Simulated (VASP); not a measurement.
Wanted: the native input for a VASP 6.6.1 run.

| Property | Result |
| --- | --- |
| Task | relaxation of cell and atoms |
| Functional | PBE |
| Potentials or basis | VASP PAW PBE potentials, release 64 (Cu, Mo_sv) |
| Cutoff | 600 eV |
| k mesh | 10 × 10 × 10 |
| Occupations | gaussian, width 0.1 eV |
| Spin | no spin polarisation |
| Dipole correction | no |
| Further INCAR settings | ALGO = Fast; EDIFF = 1e-06; IBRION = 2; EDIFFG = -0.01; NSW = 100; ISIF = 3 |

The structure of Cu4Mo lies in POSCAR:

```
Cu4Mo
1.0
   -2.8141964115      2.8141964115      2.8141964115
    2.8141964115     -2.8141964115      2.8141964115
    2.8141964115      2.8141964115     -2.8141964115
Cu Mo
4 1
Direct
    0.0000000000      0.0000000000      0.5000000000
    0.0000000000      0.5000000000      0.0000000000
    0.5000000000      0.0000000000      0.0000000000
    0.5000000000      0.5000000000      0.5000000000
    0.0000000000      0.0000000000      0.0000000000
```

The cell was built from a structure type or drawn by symmetry, and may not be a known phase.

The input as run:

INCAR

```
SYSTEM = Cu4Mo
PREC = Accurate
ENCUT = 600
EDIFF = 1E-6
ISMEAR = 0
SIGMA = 0.1
LREAL = .FALSE.
LASPH = .TRUE.
NELM = 80
ALGO = Fast
ISIF = 3
LWAVE = .FALSE.
LCHARG = .FALSE.
GGA = PE
IBRION = 2
NSW = 100
EDIFFG = -0.01
```

KPOINTS

```
regular mesh
0
G
  10 10 10
  0 0 0
```

Potentials or basis: VASP PAW PBE potentials, release 64 (Cu, Mo_sv).

Launch:

```sh
$ cat potpaw_PBE.64/Cu/POTCAR potpaw_PBE.64/Mo_sv/POTCAR > POTCAR
$ mpirun -np 1 vasp_std > vasp.out
```

Results of the run:

```json
{
  "Relaxed volume": "17.96 Å³/atom",
  "Relaxed cell": "a = 4.886 Å, b = 4.886 Å, c = 4.886 Å, α = 109.47°, β = 109.47°, γ = 109.47°",
  "Space group after relaxing (to 0.1 Å)": "Im-3m (No. 229)",
  "Energy gained by relaxing": "0.2 meV/atom",
  "Ionic steps": "2",
  "Pressure after relaxing": "0.0 GPa",
  "Band gap on the k mesh": "zero (bands 29 and 30 overlap by 2.29 eV)"
}
```

Wall time 10 min on 1 thread of Intel Xeon 8259CL, on a shared host, peak memory 0.35 GiB.
